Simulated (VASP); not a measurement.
Runs of VASP 6.6.1 on Ti4C3. The structure is that of space group Pm-3m (No. 221), or close to it. The cells are those of the table. 

```tsv
task	cell	k mesh	cutoff (eV)	gap on the mesh (eV)	pressure (GPa)
single point	a = 4.131 Å, 7 atoms	10 × 10 × 10	520	none	35.9
single point	a = 4.353 Å, 7 atoms	10 × 10 × 10	520	none	(a)
single point	a = 4.310 Å, 7 atoms	4 × 4 × 4	520	none	0.0
single point	a = 4.222 Å, 7 atoms	10 × 10 × 10	520	none	15.3
relaxation of cell and atoms	relaxed from a = 4.709 Å, 7 atoms	4 × 4 × 4	600	none	-0.5
```

Alike in all rows: level PBE; potentials or basis VASP PAW PBE potentials, release 64 (Ti_sv, C); no spin polarisation; smearing gaussian 0.1 eV.

Task: Estimate the missing entries.

Result: (a) -5.9.

Caveats: some runs use coarse meshes; the cell stands under pressure (at least some runs); the cell stands under tension (at least some runs).

A gap of «none» marks levels without a gap at the run's occupations.
